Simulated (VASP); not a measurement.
Write the native input for VASP 6.6.1 that does the following.

```
Task                   : single point
Functional             : PBE
Potentials or basis    : VASP PAW PBE potentials, release 64 (Pd)
Cutoff                 : 520 eV
k mesh                 : 14 × 14 × 14
Occupations            : methfessel-paxton, width 0.03 eV
Spin                   : no spin polarisation
Dipole correction      : no
Further INCAR settings : ALGO = Normal; EDIFF = 1e-06; NBANDS = 11
```

The structure of Pd lies in POSCAR:

```
Pd
1.0
    0.0000000000      1.9734737307      1.9734737307
    1.9734737307      0.0000000000      1.9734737307
    1.9734737307      1.9734737307      0.0000000000
Pd
1
Direct
    0.0000000000      0.0000000000      0.0000000000
```

The input as run:

INCAR

```
SYSTEM = Pd
PREC = Accurate
ENCUT = 520
EDIFF = 1E-6
ISMEAR = 1
SIGMA = 0.03
LREAL = .False.
LASPH = .True.
NELM = 60
ALGO = Normal
ISIF = 2
LWAVE = .False.
LCHARG = .True.
GGA = PE
LELF = .True.
LVHAR = .True.
NBANDS = 11
```

KPOINTS

```
Automatic mesh
0
Gamma
  14 14 14
  0 0 0
```

Potentials or basis: VASP PAW PBE potentials, release 64 (Pd).

Run with:

```sh
$ cat potpaw_PBE.64/Pd/POTCAR > POTCAR
$ mpirun -np 1 vasp_std > vasp.out
```

It gave:

The pressure is -0.7 GPa and the band gap on the k mesh is zero (band 5 reaches 9.37 eV, above the bottom of band 6 at 7.89 eV).

Run time: 11 s on 1 thread of Intel Xeon 6975P-C (shared host), peak memory 0.15 GiB.
